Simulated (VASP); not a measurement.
# GaP (F-43m) in VASP: notebook

GaP is run at these levels: PBE; tasks: G0W0 quasiparticle levels.

Everything below comes from runs of VASP 6.6.1. Logs are shortened: lines on timing, memory, paths and dates and some standing lists are left out, and cuts for length are marked.

### Step 1. The cell of the first run

It takes space group F-43m (No. 216, cubic). The conventional cell has a = 5.451 Å, b = 5.451 Å, c = 5.451 Å, α = 90.00°, β = 90.00°, γ = 90.00°. Ga (site symmetry -43m) has 4 P at 2.36 Å within 3.1 Å. Within 3.1 Å of P (site symmetry -43m) lie 4 Ga at 2.36 Å.

### Step 2. G0W0 quasiparticle levels, PBE

POSCAR

```
GaP
1.0
    0.0000000000      2.7255000000      2.7255000000
    2.7255000000      0.0000000000      2.7255000000
    2.7255000000      2.7255000000      0.0000000000
Ga P
1 1
Direct
    0.0000000000      0.0000000000      0.0000000000
    0.2500000000      0.2500000000      0.2500000000
```

INCAR.step1

```
PREC     = Accurate       # precision mode
ENCUT    = 500            # plane-wave cutoff, eV
EDIFF    = 1E-8           # SCF threshold, eV
ISMEAR   = 0              # smearing method
SIGMA    = 0.01           # smearing width, eV
LREAL    = F              # projectors in reciprocal space
LASPH    = T              # aspherical terms in the spheres
NELM     = 80             # most SCF steps
ALGO     = Normal         # electronic algorithm
LWAVE    = T              # write WAVECAR
LCHARG   = F              # write CHGCAR
GGA      = PE             # functional
```

INCAR.step2

```
PREC     = Accurate       # precision mode
ENCUT    = 500            # plane-wave cutoff, eV
EDIFF    = 1E-8           # SCF threshold, eV
ISMEAR   = 0              # smearing method
SIGMA    = 0.01           # smearing width, eV
LREAL    = F              # projectors in reciprocal space
LASPH    = T              # aspherical terms in the spheres
NELM     = 1              # most SCF steps
ALGO     = Exact          # electronic algorithm
LWAVE    = T              # write WAVECAR
LCHARG   = F              # write CHGCAR
GGA      = PE             # functional
NBANDS   = 204            # bands
LOPTICS  = T              # frequency-dependent dielectric function
ISTART   = 1
```

INCAR.step3

```
PREC     = Accurate       # precision mode
ENCUT    = 500            # plane-wave cutoff, eV
EDIFF    = 1E-8           # SCF threshold, eV
ISMEAR   = 0              # smearing method
SIGMA    = 0.01           # smearing width, eV
LREAL    = F              # projectors in reciprocal space
LASPH    = T              # aspherical terms in the spheres
ALGO     = EVGW0          # electronic algorithm
LWAVE    = F              # write WAVECAR
LCHARG   = F              # write CHGCAR
GGA      = PE             # functional
NELMGW   = 1            
NBANDS   = 204            # bands
ENCUTGW  = 113.3          # cutoff of the response function
NOMEGA   = 48             # frequency points
PRECFOCK = Fast         
ISTART   = 1            
NBANDSGW = 17
```

KPOINTS

```
Automatic mesh
0
Gamma
  2 2 2
```

Potentials or basis: VASP PAW PBE potentials, release 64 (Ga_d_GW, P_GW).

On the command line:

```console
$ cat potpaw_PBE.64/Ga_d_GW/POTCAR potpaw_PBE.64/P_GW/POTCAR > POTCAR
$ cp INCAR.step1 INCAR
$ mpirun -np 1 vasp_std > vasp.out
$ cp INCAR.step2 INCAR
$ mpirun -np 1 vasp_std > vasp.out
$ cp INCAR.step3 INCAR
$ mpirun -np 1 vasp_std > vasp.out
```

OUTCAR:

```text
PREC = Accurate
   ENCUT = 500
   EDIFF = 1E-8
   ISMEAR = 0
   LREAL = F
   LASPH = T
   GGA = PE
   NELMGW = 1
   ENCUTGW = 113.3
   PRECFOCK = Fast
   ISTART = 1

 ion  position               nearest neighbor table
   1  0.000  0.000  0.000-   2 2.36   2 2.36   2 2.36   2 2.36
   2  0.250  0.250  0.250-   1 2.36   1 2.36   1 2.36   1 2.36

  LATTYP: Found a face centered cubic cell.
 ALAT       =     5.4510000000

  Lattice vectors:

 A1 = (   0.0000000000,   2.7255000000,   2.7255000000)
 A2 = (   2.7255000000,   0.0000000000,   2.7255000000)
 A3 = (   2.7255000000,   2.7255000000,   0.0000000000)

Analysis of symmetry for initial positions (statically):
=====================================================================
 Subroutine PRICEL returns:
 Original cell was already a primitive cell.

 Routine SETGRP: Setting up the symmetry group for a
 face centered cubic supercell.

 Subroutine GETGRP returns: Found 24 space group operations
 (whereof 24 operations were pure point group operations)
 out of a pool of 48 trial point group operations.

The static configuration has the point symmetry T_d .

Analysis of symmetry for dynamics (positions and initial velocities):
=====================================================================
 Subroutine PRICEL returns:
 Original cell was already a primitive cell.

 Routine SETGRP: Setting up the symmetry group for a
 face centered cubic supercell.

 Subroutine GETGRP returns: Found 24 space group operations
 (whereof 24 operations were pure point group operations)
 out of a pool of 48 trial point group operations.

The dynamic configuration has the point symmetry T_d .

 Subroutine INISYM returns: Found 24 space group operations
 (whereof 24 operations are pure point group operations),
 and found     1 'primitive' translations

----------------------------------------------------------------------------------------

                                     Primitive cell
[... 39 lines left out ...]
     0.000000000  0.000000000  0.000000000

 Subroutine IBZKPT returns following result:
 ===========================================

 Found      3 irreducible k-points:

 Following reciprocal coordinates:
            Coordinates               Weight
  0.000000  0.000000  0.000000      1.000000
  0.500000  0.000000  0.000000      4.000000
  0.500000  0.500000  0.000000      3.000000
   k-points           NKPTS =      3   k-points in BZ     NKDIM =      8   number of bands    NBANDS=    204
   number of dos      NEDOS =    301   number of ions     NIONS =      2
   total plane-waves  NPLWV =  21952
   dimension x,y,z NGX =    28 NGY =   28 NGZ =   28
   dimension x,y,z NGXF=    56 NGYF=   56 NGZF=   56
   ions per type =               1   1
   NGX,Y,Z   is equivalent  to a cutoff of  12.08, 12.08, 12.08 a.u.
   NGXF,Y,Z  is equivalent  to a cutoff of  24.15, 24.15, 24.15 a.u.
 SYSTEM =  unknown system
   PREC   = accura    normal or accurate (medium, high low for compatibility)
   ISTART =      1    job   : 0-new  1-cont  2-samecut
   ICHARG =      0    charge: 1-file 2-atom 10-const
   ISPIN  =      1    spin polarized calculation?
   LNONCOLLINEAR =      F non collinear calculations
   LSORBIT =      F    spin-orbit coupling
   LASPH  =      T    aspherical Exc in radial PAW
   ENCUT  =  500.0 eV  36.75 Ry    6.06 a.u.   7.03  7.03  7.03*2*pi/ulx,y,z
   NELM   =     60;   NELMIN=  2; NELMDL=  0     # of ELM steps
   EDIFF  = 0.1E-07   stopping-criterion for ELM
   LREAL  =      F    real-space projection
   EDIFFG = 0.1E-06   stopping-criterion for IOM
   NSW    =      0    number of steps for IOM
   IBRION =     -1    ionic relax: 0-MD 1-quasi-New 2-CG
   NFREE  =      0    steps in history (QN), initial steepest desc. (CG)
   ISIF   =      0    stress and relaxation
   ISYM   =      3    0-nonsym 1-usesym 2-fastsym
   POTIM  = 0.5000    time-step for ionic-motion
   TEBEG  =    0.0;   TEEND  =   0.0 temperature during run
   PSTRESS=    0.0 pullay stress
   NELECT =      18.0000    total number of electrons
   NUPDOWN=      -1.0000    fix difference up-down
   EMIN   =  10.00;   EMAX   =-10.00  energy-range for DOS
   EFERMI =   0.00;   METHOD = LEGACY
   ISMEAR =     0;   SIGMA  =   0.01  broadening in eV -4-tet -1-fermi 0-gaus
   EFERMI_NEDOS =   21; number of points for ismear=-14 and -15
   IALGO  =     38    algorithm
   IMIX   =      4    mixing-type and parameters
     AMIX     =   0.40;   BMIX     =  1.00
     AMIX_MAG =   1.60;   BMIX_MAG =  1.00
  volume/ion in A,a.u.               =      20.25       136.63
  Fermi-wavevector in a.u.,A,eV,Ry     =   1.249423  2.361067 21.239480  1.561058
  Thomas-Fermi vector in A             =   2.383464
   LORBIT       =      0    0 simple, 1 ext, 2 COOP (PROOUT), +10 PAW based schemes
   GGA     = PE    functional components
   LHFCALC =     T    Hartree Fock is set to
   PRECFOCK=fast      Normal, Fast or Accurate (Low or Medium for compatibility)
   ENCUT4O =  -1.0   cutoff for four orbital integrals eV
   NKREDX  =     1    reduce k-point grid by
   NKREDY  =     1    reduce k-point grid by
   NKREDZ  =     1    reduce k-point grid by
   AEXX    =    1.0000 exact exchange contribution
   HFSCREEN=    0.0000 screening length (either q_TF or 0.3 A-1)
   HFSCREENC=   0.0000 screening length for correlation (either q_TF or 0.3 A-1)
   ENCUTFOCK=  -1.0 apply spherical cutoff to Coloumb kernel
   IVDW    =     0    specifies the selected vdW correction
   LEPSILON=     F    determine dielectric tensor
   LRPA    =     F    only Hartree local field effects (RPA)
   LRPAFORCE           =     F    calculate RPA forces
   ENCUTGW             = 113.3    cutoff for response function in eV
   ENCUTGWSOFT         =  90.6    soft cutoff for Coulomb kernel in GW response function in eV
   ENCUTLF             =  -1.0    cutoff for local field effects
   NELMGW              =     1    number of iterations in solving QP/BSE equation
   NELMHF              =     1    number of iterations in the inner HF iteration
   NKREDLFX            =     1    NKREDLFY  =   1   NKREDLFZ  =   1
 non-spin polarized calculation
 Gauss-broadening in eV      SIGMA  =   0.01
  energy-cutoff  :      500.00
  volume of cell :       40.49
 maximum number of plane-waves:      1056
 NGX is ok and might be reduce to    28
  NGX = 16; NGY = 16; NGZ = 16
   NGX = 13   NGY = 13   NGZ = 13
 maximum number of plane-waves:       116
 NGX is ok and might be reduce to    14

 QP shifts <psi_nk| G(iteration)W_0 |psi_nk>: iteration 1
 for sc-GW calculations column KS-energies equals QP-energies in previous step
 and V_xc(KS)=  KS-energies - (<T + V_ion + V_H > + <T+V_H+V_ion>^1  + <V_x>^1)

 k-point   1 :       0.0000    0.0000    0.0000
  band No.  KS-energies  QP-energies   sigma(KS)   V_xc(KS)     V^pw_x(r,r')   Z            occupation Imag(sigma)

      1     -10.1940     -12.7471     -25.3264     -21.6931     -35.0877       0.7027       2.0000       0.2805
      2     -10.1940     -12.7471     -25.3264     -21.6931     -35.0877       0.7027       2.0000       0.2805
      3     -10.1940     -12.7471     -25.3264     -21.6931     -35.0877       0.7027       2.0000       0.2805
      4     -10.1058     -12.6790     -25.4493     -21.7987     -35.1593       0.7049       2.0000       0.2525
      5     -10.1058     -12.6790     -25.4493     -21.7987     -35.1593       0.7049       2.0000       0.2525
      6      -7.8259      -8.2992     -12.0115     -11.3238     -18.4808       0.6883       2.0000       1.0182
[... 38 lines left out ...]
      3     -10.1316     -12.7191     -25.4762     -21.8201     -35.2457       0.7077       2.0000       0.2704
      4     -10.1316     -12.7191     -25.4762     -21.8201     -35.2457       0.7077       2.0000       0.2704
      5     -10.0850     -12.6841     -25.4936     -21.8388     -35.2097       0.7112       2.0000       0.2457
      6      -4.7676      -5.4675     -13.5709     -12.6255     -19.0014       0.7404       2.0000       0.7681
[... 9 lines left out ...]
     16      17.5597      17.6834     -10.8913     -11.0491      -4.8293       0.7836       0.0000      -0.4185
     17      17.5597      17.6834     -10.8913     -11.0491      -4.8293       0.7836       0.0000      -0.4185
```

It took 16 s on 1 thread of Intel Xeon 6975P-C (Granite Rapids), shared host; peak memory 0.26 GiB.

Results:

| Quantity | Value |
| --- | --- |
| Band gap on the k mesh, mean-field level | 1.46 eV, indirect (least direct gap 1.76 eV) |
| Quasiparticle gap | 1.77 eV |
| Least direct quasiparticle gap | 2.66 eV |

Caveat: the k points lie up to 1.00 Å⁻¹ apart; bands, screening cutoff and mesh are small and nothing is extrapolated, so the quasiparticle values aren't converged. A k mesh can miss the band edges.

### Step 3. G0W0 quasiparticle levels, PBE

POSCAR is that of step 2.

INCAR.step1

```
SYSTEM = GaP
PREC = Accurate ; ENCUT = 500
EDIFF = 1E-8 ; ISMEAR = 0
SIGMA = 0.01 ; LREAL = .False.
LASPH = .True. ; NELM = 80
ALGO = Normal ; LWAVE = .True.
LCHARG = .False. ; GGA = PE
```

INCAR.step2

```
SYSTEM = GaP
PREC = Accurate ; ENCUT = 500
EDIFF = 1E-8 ; ISMEAR = 0
SIGMA = 0.01 ; LREAL = .False.
LASPH = .True. ; NELM = 1
ALGO = Exact ; LWAVE = .True.
LCHARG = .False. ; GGA = PE
NBANDS = 791 ; LOPTICS = .True.
ISTART = 1
```

INCAR.step3

```
SYSTEM = GaP
PREC = Accurate ; ENCUT = 500
EDIFF = 1E-8 ; ISMEAR = 0
SIGMA = 0.01 ; LREAL = .False.
LASPH = .True. ; ALGO = EVGW0
LWAVE = .False. ; LCHARG = .False.
GGA = PE ; NELMGW = 1
NBANDS = 791 ; ENCUTGW = 200
NOMEGA = 48 ; PRECFOCK = Fast
ISTART = 1 ; NBANDSGW = 17
```

KPOINTS

```
regular mesh
0
Gamma
  2 2 2
  0 0 0
```

Potentials or basis: VASP PAW PBE potentials, release 64 (Ga_d_GW, P_GW).

On the command line:

```console
$ cat potpaw_PBE.64/Ga_d_GW/POTCAR potpaw_PBE.64/P_GW/POTCAR > POTCAR
$ cp INCAR.step1 INCAR
$ mpirun -np 1 vasp_std > vasp.out
$ cp INCAR.step2 INCAR
$ mpirun -np 1 vasp_std > vasp.out
$ cp INCAR.step3 INCAR
$ mpirun -np 1 vasp_std > vasp.out
```

OUTCAR:

```text
SYSTEM = GaP
   PREC = Accurate
   ENCUT = 500
   EDIFF = 1E-8
   ISMEAR = 0
   LREAL = .False.
   LASPH = .True.
   GGA = PE
   NELMGW = 1
   ENCUTGW = 200
   PRECFOCK = Fast
   ISTART = 1

 ion  position               nearest neighbor table
   1  0.000  0.000  0.000-   2 2.36   2 2.36   2 2.36   2 2.36
   2  0.250  0.250  0.250-   1 2.36   1 2.36   1 2.36   1 2.36

  LATTYP: Found a face centered cubic cell.
 ALAT       =     5.4510000000

  Lattice vectors:

 A1 = (   0.0000000000,   2.7255000000,   2.7255000000)
 A2 = (   2.7255000000,   0.0000000000,   2.7255000000)
 A3 = (   2.7255000000,   2.7255000000,   0.0000000000)

Analysis of symmetry for initial positions (statically):
=====================================================================
 Subroutine PRICEL returns:
 Original cell was already a primitive cell.

 Routine SETGRP: Setting up the symmetry group for a
 face centered cubic supercell.

 Subroutine GETGRP returns: Found 24 space group operations
 (whereof 24 operations were pure point group operations)
 out of a pool of 48 trial point group operations.

The static configuration has the point symmetry T_d .

Analysis of symmetry for dynamics (positions and initial velocities):
=====================================================================
 Subroutine PRICEL returns:
 Original cell was already a primitive cell.

 Routine SETGRP: Setting up the symmetry group for a
 face centered cubic supercell.

 Subroutine GETGRP returns: Found 24 space group operations
 (whereof 24 operations were pure point group operations)
 out of a pool of 48 trial point group operations.

[... 72 lines left out ...]
   ISPIN  =      1    spin polarized calculation?
   LNONCOLLINEAR =      F non collinear calculations
   LSORBIT =      F    spin-orbit coupling
   LASPH  =      T    aspherical Exc in radial PAW
   ENCUT  =  500.0 eV  36.75 Ry    6.06 a.u.   7.03  7.03  7.03*2*pi/ulx,y,z
   NELM   =     60;   NELMIN=  2; NELMDL=  0     # of ELM steps
   EDIFF  = 0.1E-07   stopping-criterion for ELM
   LREAL  =      F    real-space projection
   EDIFFG = 0.1E-06   stopping-criterion for IOM
   NSW    =      0    number of steps for IOM
   IBRION =     -1    ionic relax: 0-MD 1-quasi-New 2-CG
   NFREE  =      0    steps in history (QN), initial steepest desc. (CG)
   ISIF   =      0    stress and relaxation
   ISYM   =      3    0-nonsym 1-usesym 2-fastsym
   POTIM  = 0.5000    time-step for ionic-motion
   TEBEG  =    0.0;   TEEND  =   0.0 temperature during run
   PSTRESS=    0.0 pullay stress
   NELECT =      18.0000    total number of electrons
   NUPDOWN=      -1.0000    fix difference up-down
   EMIN   =  10.00;   EMAX   =-10.00  energy-range for DOS
   EFERMI =   0.00;   METHOD = LEGACY
   ISMEAR =     0;   SIGMA  =   0.01  broadening in eV -4-tet -1-fermi 0-gaus
   EFERMI_NEDOS =   21; number of points for ismear=-14 and -15
   IALGO  =     38    algorithm
   IMIX   =      4    mixing-type and parameters
     AMIX     =   0.40;   BMIX     =  1.00
     AMIX_MAG =   1.60;   BMIX_MAG =  1.00
  volume/ion in A,a.u.               =      20.25       136.63
  Fermi-wavevector in a.u.,A,eV,Ry     =   1.249423  2.361067 21.239480  1.561058
  Thomas-Fermi vector in A             =   2.383464
   LORBIT       =      0    0 simple, 1 ext, 2 COOP (PROOUT), +10 PAW based schemes
   GGA     = PE    functional components
   LHFCALC =     T    Hartree Fock is set to
   PRECFOCK=fast      Normal, Fast or Accurate (Low or Medium for compatibility)
   ENCUT4O =  -1.0   cutoff for four orbital integrals eV
   NKREDX  =     1    reduce k-point grid by
   NKREDY  =     1    reduce k-point grid by
   NKREDZ  =     1    reduce k-point grid by
   AEXX    =    1.0000 exact exchange contribution
   HFSCREEN=    0.0000 screening length (either q_TF or 0.3 A-1)
   HFSCREENC=   0.0000 screening length for correlation (either q_TF or 0.3 A-1)
   ENCUTFOCK=  -1.0 apply spherical cutoff to Coloumb kernel
   IVDW    =     0    specifies the selected vdW correction
   LEPSILON=     F    determine dielectric tensor
   LRPA    =     F    only Hartree local field effects (RPA)
   LRPAFORCE           =     F    calculate RPA forces
   ENCUTGW             = 200.0    cutoff for response function in eV
   ENCUTGWSOFT         = 160.0    soft cutoff for Coulomb kernel in GW response function in eV
   ENCUTLF             =  -1.0    cutoff for local field effects
   NELMGW              =     1    number of iterations in solving QP/BSE equation
   NELMHF              =     1    number of iterations in the inner HF iteration
   NKREDLFX            =     1    NKREDLFY  =   1   NKREDLFZ  =   1
 non-spin polarized calculation
 Gauss-broadening in eV      SIGMA  =   0.01
  energy-cutoff  :      500.00
  volume of cell :       40.49
 maximum number of plane-waves:      1056
 NGX is ok and might be reduce to    28
  NGX = 16; NGY = 16; NGZ = 16
   NGX = 13   NGY = 13   NGZ = 13
 maximum number of plane-waves:       266

 QP shifts <psi_nk| G(iteration)W_0 |psi_nk>: iteration 1
 for sc-GW calculations column KS-energies equals QP-energies in previous step
 and V_xc(KS)=  KS-energies - (<T + V_ion + V_H > + <T+V_H+V_ion>^1  + <V_x>^1)

 k-point   1 :       0.0000    0.0000    0.0000
  band No.  KS-energies  QP-energies   sigma(KS)   V_xc(KS)     V^pw_x(r,r')   Z            occupation Imag(sigma)

      1     -10.1940     -12.3450     -24.7746     -21.6931     -35.0877       0.6980       2.0000       0.2837
      2     -10.1940     -12.3450     -24.7746     -21.6931     -35.0877       0.6980       2.0000       0.2837
      3     -10.1940     -12.3450     -24.7746     -21.6931     -35.0877       0.6980       2.0000       0.2837
      4     -10.1058     -12.2737     -24.8954     -21.7987     -35.1593       0.7001       2.0000       0.2541
      5     -10.1058     -12.2737     -24.8954     -21.7987     -35.1593       0.7001       2.0000       0.2541
      6      -7.8259      -8.4137     -12.2029     -11.3238     -18.4808       0.6687       2.0000       1.0074
[... 38 lines left out ...]
      3     -10.1316     -12.3092     -24.9156     -21.8201     -35.2457       0.7034       2.0000       0.2732
      4     -10.1316     -12.3092     -24.9156     -21.8201     -35.2457       0.7034       2.0000       0.2732
      5     -10.0850     -12.2744     -24.9377     -21.8388     -35.2097       0.7065       2.0000       0.2467
      6      -4.7676      -5.6342     -13.7818     -12.6255     -19.0014       0.7494       2.0000       0.7509
[... 9 lines left out ...]
     16      17.5597      17.5751     -11.0297     -11.0491      -4.8293       0.7909       0.0000      -0.4084
     17      17.5597      17.5751     -11.0297     -11.0491      -4.8293       0.7909       0.0000      -0.4084
```

Wall time 62 s (1 thread of AMD EPYC 9R45 (Zen 5), shared host); peak memory 0.31 GiB.

What came out:

| Item | Value |
| --- | --- |
| Band gap on the k mesh, mean-field level | 1.46 eV, indirect (least direct gap 1.76 eV) |
| Quasiparticle gap | 1.89 eV |
| Least direct quasiparticle gap | 2.65 eV |

Caveat: the k points lie up to 1.00 Å⁻¹ apart; bands, screening cutoff and mesh are small and nothing is extrapolated, so the quasiparticle values aren't converged.

(Part 1 of 2 ends here.)
